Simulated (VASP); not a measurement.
## AsIr: single point with PBEsol

The system is AsIr.

```
CELL_PARAMETERS angstrom
2.94356 0.00000 0.00000
0.00000 2.94356 0.00000
0.00000 0.00000 7.76308
ATOMIC_POSITIONS crystal
Ir 0.00000 0.50000 0.00000
Ir 0.50000 0.00000 0.50000
As 0.00000 0.00000 0.25000
As 0.00000 0.00000 0.75000
```

This cell differs from its parent crystal: volume scaled by 1.020.

```yaml
Program: VASP 6.6.1
Task: single point
Functional: PBEsol
Potentials_or_basis: VASP PAW PBE potentials, release 64 (Ir, As)
Cutoff: 520 eV
k_mesh: 8 × 8 × 8
Occupations: gaussian, width 0.05 eV
Spin: no spin polarisation
```

```yaml
Pressure: -2.3 GPa
Band_gap_on_the_k_mesh: zero (band 14 reaches 8.34 eV, above the bottom of band 15 at 6.93 eV)
```

Stress tensor (GPa, compression positive):
```
-2.52  0.00  0.00
 0.00 -2.52  0.00
 0.00  0.00 -1.97
```

Levels at points of the mesh, in eV from the Fermi level:
| k point | band 11 | band 12 | band 13 | band 14 | band 15 | band 16 | band 17 | band 18 |
| --- | --- | --- | --- | --- | --- | --- | --- | --- |
| (0.00, 0.00, 0.00) | -1.55 | -1.55 | -0.18 | -0.17 | 1.98 | 1.98 | 3.19 | 5.58 |
| (0.50, 0.00, 0.00) | -1.72 | -1.56 | -1.30 | -1.11 | 1.41 | 1.57 | 3.79 | 4.21 |
| (0.50, 0.50, 0.00) | -2.75 | -2.34 | 0.66 | 0.66 | 0.77 | 1.20 | 1.85 | 1.85 |
| (0.00, 0.00, 0.50) | -1.89 | -1.89 | -0.18 | -0.18 | 3.29 | 3.29 | 3.97 | 3.97 |
| (0.50, 0.00, 0.50) | -1.83 | -1.57 | -1.10 | 0.81 | 0.87 | 1.34 | 3.24 | 3.67 |
| (0.50, 0.50, 0.50) | -2.03 | -2.03 | 0.56 | 0.56 | 1.15 | 1.15 | 2.64 | 2.64 |

Run time: 100 s on 1 thread of Intel(R) Xeon(R) Platinum 8259CL CPU @ 2.50GHz (Skylake/Cascade Lake), on a shared host, peak memory 0.24 GiB.

Caveat: the PAW data sets were made with another functional, which shifts forces and pressure a little; spin-orbit coupling is left out, which moves the levels of the heavy elements.
